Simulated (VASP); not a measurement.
# Cu5Mo (P-3m1) in VASP: a series of runs

Cu5Mo is run at these levels: PBE; tasks: single point.

Everything below comes from runs of VASP 6.6.1. Logs are shortened: lines on timing, memory, paths and dates and some standing lists are left out, and cuts for length are marked.

## (1) The cell of the first run

The structure is trigonal, space group P-3m1 (No. 164). The conventional cell has a = 2.630 Å, b = 2.630 Å, c = 12.873 Å, α = 90.00°, β = 90.00°, γ = 120.00°. Cu (site symmetry 3m) has 9 Cu at 2.57 to 2.63 Å and 3 Mo at 2.74 Å within 3.4 Å. Within 3.4 Å of Cu (site symmetry 3m) lie 12 Cu at 2.57 to 2.63 Å. Within 3.4 Å of Cu (site symmetry -3m) lie 12 Cu at 2.57 to 2.63 Å. Within 3.5 Å of Mo (site symmetry -3m) lie 6 Mo at 2.63 Å and 6 Cu at 2.74 Å.

## (2) Single point, PBE

INCAR reads:

```
SYSTEM = Cu5Mo
PREC = Accurate
ENCUT = 600
EDIFF = 1E-6
ISMEAR = 0
SIGMA = 0.1
LREAL = .FALSE.
LASPH = .TRUE.
NELM = 120
ALGO = Normal
ISIF = 2
LWAVE = .FALSE.
LCHARG = .TRUE.
GGA = PE
LELF = .TRUE.
LVHAR = .TRUE.
NBANDS = 44
GGA_COMPAT = .FALSE.
```

KPOINTS reads:

```
Automatic mesh
0
G
  6 6 2
  0 0 0
```

POSCAR reads:

```
Cu5Mo
1.0
    2.6296861574      0.0000000000      0.0000000000
   -1.3148430787      2.2773750163      0.0000000000
    0.0000000000      0.0000000000     12.8730026696
Cu Mo
5 1
Direct
    0.6666666667      0.3333333333      0.8224886034
    0.3333333333      0.6666666667      0.6610415831
    0.3333333333      0.6666666667      0.1775113966
    0.6666666667      0.3333333333      0.3389584169
    0.0000000000      0.0000000000      0.5000000000
    0.0000000000      0.0000000000      0.0000000000
```

Potentials or basis: VASP PAW PBE potentials, release 64 (Cu, Mo_sv).

Started as:

```
cat potpaw_PBE.64/Cu/POTCAR potpaw_PBE.64/Mo_sv/POTCAR > POTCAR
mpirun -np 1 vasp_std > vasp.out
```

OUTCAR:

```text
SYSTEM = Cu5Mo
   PREC = Accurate
   ENCUT = 600
   EDIFF = 1E-6
   ISMEAR = 0
   LREAL = .FALSE.
   LASPH = .TRUE.
   NELM = 120
   ISIF = 2
   GGA = PE

 ion  position               nearest neighbor table
   1  0.667  0.333  0.822-   2 2.57   2 2.57   2 2.57   6 2.74   6 2.74   6 2.74
   2  0.333  0.667  0.661-   5 2.57   5 2.57   5 2.57   1 2.57   1 2.57   1 2.57
   3  0.333  0.667  0.178-   4 2.57   4 2.57   4 2.57   6 2.74   6 2.74   6 2.74
   4  0.667  0.333  0.339-   5 2.57   5 2.57   5 2.57   3 2.57   3 2.57   3 2.57
   5  0.000  0.000  0.500-   2 2.57   4 2.57   4 2.57   2 2.57   4 2.57   2 2.57
   6  0.000  0.000  0.000-   1 2.74   3 2.74   1 2.74   3 2.74   1 2.74   3 2.74

  LATTYP: Found a hexagonal cell.
 ALAT       =     2.6296861574
 C/A-ratio  =     4.8952619815

  Lattice vectors:

 A1 = (   2.6296861574,   0.0000000000,   0.0000000000)
 A2 = (  -1.3148430787,   2.2773750163,   0.0000000000)
 A3 = (   0.0000000000,   0.0000000000,  12.8730026696)

Analysis of symmetry for initial positions (statically):
=====================================================================
 Subroutine PRICEL returns:
 Original cell was already a primitive cell.

 Routine SETGRP: Setting up the symmetry group for a
 hexagonal supercell.

 Subroutine GETGRP returns: Found 12 space group operations
 (whereof 12 operations were pure point group operations)
 out of a pool of 24 trial point group operations.

The static configuration has the point symmetry D_3d.

Analysis of symmetry for dynamics (positions and initial velocities):
=====================================================================
 Subroutine PRICEL returns:
 Original cell was already a primitive cell.

 Routine SETGRP: Setting up the symmetry group for a
 hexagonal supercell.

 Subroutine GETGRP returns: Found 12 space group operations
 (whereof 12 operations were pure point group operations)
 out of a pool of 24 trial point group operations.

The dynamic configuration has the point symmetry D_3d.

 Subroutine INISYM returns: Found 12 space group operations
 (whereof 12 operations are pure point group operations),
 and found     1 'primitive' translations

----------------------------------------------------------------------------------------

                                     Primitive cell

  volume of cell :      77.0936

  direct lattice vectors                    reciprocal lattice vectors
     2.629686157  0.000000000  0.000000000     0.380273516  0.219551017  0.000000000
    -1.314843079  2.277375016  0.000000000     0.000000000  0.439102033  0.000000000
     0.000000000  0.000000000 12.873002670     0.000000000  0.000000000  0.077681954

  length of vectors
     2.629686157  2.629686157 12.873002670     0.439102033  0.439102033  0.077681954

  position of ions in fractional coordinates (direct lattice)
     0.666666667  0.333333333  0.822488603
     0.333333333  0.666666667  0.661041583
     0.333333333  0.666666667  0.177511397
     0.666666667  0.333333333  0.338958417
     0.000000000  0.000000000  0.500000000
     0.000000000  0.000000000  0.000000000

  ion indices of the primitive-cell ions
   primitive index   ion index
                 1           1
                 2           2
                 3           3
                 4           4
                 5           5
                 6           6

----------------------------------------------------------------------------------------

 KPOINTS: Automatic mesh

Automatic generation of k-mesh.
 Grid dimensions read from file:
 generate k-points for:    6    6    2

 Generating k-lattice:

  Cartesian coordinates                     Fractional coordinates (reciprocal lattice)
     0.063378919  0.036591836  0.000000000     0.166666667 -0.000000000  0.000000000
     0.000000000  0.073183672  0.000000000     0.000000000  0.166666667  0.000000000
     0.000000000  0.000000000  0.038840977     0.000000000  0.000000000  0.500000000

  Length of vectors
     0.073183672  0.073183672  0.038840977

  Shift w.r.t. Gamma in fractional coordinates (k-lattice)
     0.000000000  0.000000000  0.000000000

 Subroutine IBZKPT returns following result:
 ===========================================

 Found     14 irreducible k-points:

 Following reciprocal coordinates:
            Coordinates               Weight
  0.000000  0.000000  0.000000      1.000000
  0.166667 -0.000000  0.000000      6.000000
  0.333333  0.000000  0.000000      6.000000
  0.500000  0.000000  0.000000      3.000000
  0.166667  0.166667  0.000000      6.000000
  0.333333  0.166667  0.000000     12.000000
  0.333333  0.333333  0.000000      2.000000
  0.000000  0.000000  0.500000      1.000000
  0.166667 -0.000000  0.500000      6.000000
  0.333333  0.000000  0.500000      6.000000
  0.500000  0.000000  0.500000      3.000000
  0.166667  0.166667  0.500000      6.000000
  0.333333  0.166667  0.500000     12.000000
  0.333333  0.333333  0.500000      2.000000
   k-points           NKPTS =     14   k-points in BZ     NKDIM =     14   number of bands    NBANDS=     44
   number of dos      NEDOS =    301   number of ions     NIONS =      6
   total plane-waves  NPLWV =  62208
   dimension x,y,z NGX =    24 NGY =   24 NGZ =  108
   dimension x,y,z NGXF=    48 NGYF=   48 NGZF=  216
   ions per type =               5   1
   NGX,Y,Z   is equivalent  to a cutoff of  15.17, 15.17, 13.95 a.u.
   NGXF,Y,Z  is equivalent  to a cutoff of  30.35, 30.35, 27.89 a.u.
 SYSTEM =  Cu5Mo
   PREC   = accura    normal or accurate (medium, high low for compatibility)
   ISTART =      0    job   : 0-new  1-cont  2-samecut
   ICHARG =      2    charge: 1-file 2-atom 10-const
   ISPIN  =      1    spin polarized calculation?
   LNONCOLLINEAR =      F non collinear calculations
   LSORBIT =      F    spin-orbit coupling
   LASPH  =      T    aspherical Exc in radial PAW
   ENCUT  =  600.0 eV  44.10 Ry    6.64 a.u.   5.25  5.25 25.71*2*pi/ulx,y,z
   NELM   =    120;   NELMIN=  2; NELMDL= -5     # of ELM steps
   EDIFF  = 0.1E-05   stopping-criterion for ELM
   LREAL  =      F    real-space projection
   EDIFFG = 0.1E-04   stopping-criterion for IOM
   NSW    =      0    number of steps for IOM
   IBRION =     -1    ionic relax: 0-MD 1-quasi-New 2-CG
   NFREE  =      0    steps in history (QN), initial steepest desc. (CG)
   ISIF   =      2    stress and relaxation
   ISYM   =      2    0-nonsym 1-usesym 2-fastsym
   POTIM  = 0.5000    time-step for ionic-motion
   TEBEG  =    0.0;   TEEND  =   0.0 temperature during run
   PSTRESS=    0.0 pullay stress
   NELECT =      69.0000    total number of electrons
   NUPDOWN=      -1.0000    fix difference up-down
   EMIN   =  10.00;   EMAX   =-10.00  energy-range for DOS
   EFERMI =   0.00;   METHOD = LEGACY
   ISMEAR =     0;   SIGMA  =   0.10  broadening in eV -4-tet -1-fermi 0-gaus
   EFERMI_NEDOS =   21; number of points for ismear=-14 and -15
   IALGO  =     38    algorithm
   IMIX   =      4    mixing-type and parameters
     AMIX     =   0.40;   BMIX     =  1.00
     AMIX_MAG =   1.60;   BMIX_MAG =  1.00
  volume/ion in A,a.u.               =      12.85        86.71
  Fermi-wavevector in a.u.,A,eV,Ry     =   1.577678  2.981379 33.865832  2.489068
  Thomas-Fermi vector in A             =   2.678324
   LORBIT       =      0    0 simple, 1 ext, 2 COOP (PROOUT), +10 PAW based schemes
   GGA     = PE    functional components
   LHFCALC =     F    Hartree Fock is set to
   AEXX    =    0.0000 exact exchange contribution
   IVDW    =     0    specifies the selected vdW correction
   LEPSILON=     F    determine dielectric tensor
   LRPA    =     F    only Hartree local field effects (RPA)
 non-spin polarized calculation
 Gauss-broadening in eV      SIGMA  =   0.10
  energy-cutoff  :      600.00
  volume of cell :       77.09
 maximum number of plane-waves:      2596
 NGX is ok and might be reduce to    24
   NGX = 11   NGY = 11   NGZ = 51

 number of electron      68.9999981 magnetization

 Free energy of the ion-electron system (eV)
  ---------------------------------------------------
  ext. energy  EPLUGINS =         0.00000000
  ---------------------------------------------------
  free energy    TOTEN  =       -28.65104112 eV

  energy without entropy =      -28.63612483  energy(sigma->0) =      -28.64358297

 E-fermi :   8.2168     XC(G=0): -12.6670

 val. band max:        8.0990183639   @ k =   0.3333   0.1667   0.0000
 cond. band min:       8.2310118542   @ k =   0.3333   0.1667   0.5000
 fundamental gap:      0.1319934904
 Fermi energy:         8.2167885169

 k-point     1 :       0.0000    0.0000    0.0000
  band No.  band energies     occupation
      1     -53.1559      2.00000
      2     -27.2526      2.00000
      3     -26.1864      2.00000
      4     -26.1864      2.00000
      5      -0.5872      2.00000
      6       0.3014      2.00000
[... 36 lines left out ...]
     43      18.4780      0.00000
     44      22.3169      0.00000

 k-point     2 :       0.1667   -0.0000    0.0000
  band No.  band energies     occupation
      1     -53.0719      2.00000
      2     -27.1746      2.00000
      3     -26.6852      2.00000
      4     -26.2983      2.00000
      5       0.2523      2.00000
      6       1.0609      2.00000
[... 36 lines left out ...]
     43      18.8957      0.00000
     44      21.6513      0.00000

 k-point     3 :       0.3333    0.0000    0.0000
  band No.  band energies     occupation
      1     -52.8998      2.00000
      2     -27.6223      2.00000
      3     -27.0157      2.00000
      4     -26.5160      2.00000
      5       2.3826      2.00000
      6       2.6896      2.00000
[... 506 lines left out ...]
     43      15.5631      0.00000
     44      16.6839      0.00000

 k-point    14 :       0.3333    0.3333    0.5000
  band No.  band energies     occupation
      1     -52.7677      2.00000
      2     -27.5179      2.00000
      3     -27.5179      2.00000
      4     -26.8944      2.00000
      5       4.1643      2.00000
      6       4.1643      2.00000
[... 36 lines left out ...]
     43      13.3991      0.00000
     44      14.9970      0.00000

------------------------ aborting loop because EDIFF is reached ----------------------------------------

  FORCE on cell =-STRESS in cart. coord.  units (eV):
  Direction    XX          YY          ZZ          XY          YZ          ZX
  --------------------------------------------------------------------------------------
  -------------------------------------------------------------------------------------
  Total        0.7870422      0.7870422     -1.2460441      0.0000000     -0.0000000      0.0000000
  in kB       16.3564950     16.3564950    -25.8955814      0.0000000     -0.0000000      0.0000000
  external PRESSURE =       2.2724696 kB  Pullay stress =       0.0000000 kB

 VOLUME and BASIS-vectors are now :
 -----------------------------------------------------------------------------
  energy-cutoff  :      600.00
  volume of cell :       77.09
      direct lattice vectors                 reciprocal lattice vectors
     2.629686157  0.000000000  0.000000000     0.380273516  0.219551017  0.000000000
    -1.314843079  2.277375016  0.000000000     0.000000000  0.439102033  0.000000000
     0.000000000  0.000000000 12.873002670     0.000000000  0.000000000  0.077681954

 POSITION                                       TOTAL-FORCE (eV/Angst)
 -----------------------------------------------------------------------------------
      1.31484      0.75913     10.58790         0.000000      0.000000     -0.022719
     -0.00000      1.51825      8.50959        -0.000000     -0.000000     -0.041743
     -0.00000      1.51825      2.28510        -0.000000      0.000000      0.022719
      1.31484      0.75913      4.36341         0.000000      0.000000      0.041743
      0.00000      0.00000      6.43650        -0.000000      0.000000      0.000000
      0.00000      0.00000      0.00000        -0.000000      0.000000      0.000000
 -----------------------------------------------------------------------------------
    total drift:                                0.000000      0.000000      0.000000

  FREE ENERGIE OF THE ION-ELECTRON SYSTEM (eV)
  ---------------------------------------------------
  free  energy   TOTEN  =       -28.6510411150 eV

  energy  without entropy=      -28.6361248277  energy(sigma->0) =      -28.64358297
```

It took 1.8 min on 1 thread of AMD EPYC 9R45 (Zen 5), shared host; peak memory 0.22 GiB.

What came out:

```yaml
Free_energy: -28.6510 eV
Pressure: 0.2 GPa
Largest_force: 0.042 eV/Å
Band_gap_on_the_k_mesh: zero (an odd number of electrons rules out a gap without spin polarisation)
```

Forces in eV/Å, atoms in the order of the input:
```
Cu   0.000  0.000 -0.023
Cu   0.000  0.000 -0.042
Cu   0.000  0.000  0.023
Cu   0.000  0.000  0.042
Cu   0.000  0.000  0.000
Mo   0.000  0.000  0.000
```

Stress tensor (GPa, compression positive):
```
 1.64  0.00  0.00
 0.00  1.64  0.00
 0.00  0.00 -2.59
```

Levels at points of the mesh, in eV from the Fermi level:
| k point | band 30 | band 31 | band 32 | band 33 | band 34 | band 35 | band 36 | band 37 | band 38 | band 39 |
| --- | --- | --- | --- | --- | --- | --- | --- | --- | --- | --- |
| (0.00, 0.00, 0.00) | -2.09 | -2.09 | -1.89 | -1.89 | -1.64 | -1.64 | -0.90 | -0.90 | -0.51 | 2.59 |
| (0.50, 0.00, 0.00) | -1.47 | -1.44 | -0.67 | -0.57 | 0.66 | 0.80 | 1.33 | 1.40 | 2.50 | 2.90 |
| (0.00, 0.00, 0.50) | -2.09 | -1.92 | -1.92 | -1.63 | -1.63 | -1.57 | -1.34 | -0.90 | -0.90 | 2.59 |
| (0.50, 0.00, 0.50) | -1.51 | -1.46 | -0.84 | 0.07 | 0.15 | 1.00 | 1.27 | 1.40 | 2.45 | 3.03 |

Caveat: the k points lie up to 0.46 Å⁻¹ apart, too coarse for converged energies and pressures of a metal.

## (3) Single point, PBE

INCAR reads:

```
PREC     = Accurate       # precision mode
ENCUT    = 520            # plane-wave cutoff, eV
EDIFF    = 1E-7           # SCF threshold, eV
ISMEAR   = 0              # smearing method
SIGMA    = 0.2            # smearing width, eV
LREAL    = False          # projectors in reciprocal space
LASPH    = True           # aspherical terms in the spheres
NELM     = 80             # most SCF steps
ALGO     = Normal         # electronic algorithm
ISIF     = 2              # what is computed and relaxed
LWAVE    = False          # write WAVECAR
LCHARG   = True           # write CHGCAR
GGA      = PE             # functional
LELF     = True           # ELF
LVHAR    = True         
NBANDS   = 44             # bands
```

KPOINTS reads:

```
regular mesh
0
Gamma
  7 7 2
```

POSCAR is that of step 2.

Potentials or basis: VASP PAW PBE potentials, release 64 (Cu, Mo_sv).

Started as:

```
cat potpaw_PBE.64/Cu/POTCAR potpaw_PBE.64/Mo_sv/POTCAR > POTCAR
mpirun -np 1 vasp_std > vasp.out
```

Run time: 78 s. Hardware: 1 thread of Intel Xeon Platinum 8375C at 2.90GHz (Ice Lake), shared host; peak memory 0.2 GiB.

The run converged. Its results:

```
Free energy            : -28.7308 eV
Pressure               : 1.1 GPa
Largest force          : 0.013 eV/Å
Band gap on the k mesh : zero (an odd number of electrons rules out a gap without spin polarisation)
```

Forces on the atoms (eV/Å):
```
Cu   0.000  0.000 -0.013
Cu   0.000  0.000  0.005
Cu   0.000  0.000  0.013
Cu   0.000  0.000 -0.005
Cu   0.000  0.000  0.000
Mo   0.000  0.000  0.000
```

Stress tensor (GPa, compression positive):
```
1.35 0.00 0.00
0.00 1.35 0.00
0.00 0.00 0.69
```

Levels at points of the mesh, in eV from the Fermi level:
```
           k point  band 32  band 33  band 34  band 35  band 36  band 37  band 38  band 39
(0.00, 0.00, 0.00)    -2.02    -2.02    -1.78    -1.78    -0.57    -0.56    -0.56     2.82
(0.00, 0.00, 0.50)    -2.05    -1.77    -1.77    -1.61    -1.41    -0.56    -0.56     2.82
```

Caveat: the k points lie up to 0.39 Å⁻¹ apart, too coarse for converged energies and pressures of a metal.

(Continued in part 2 of 2.)
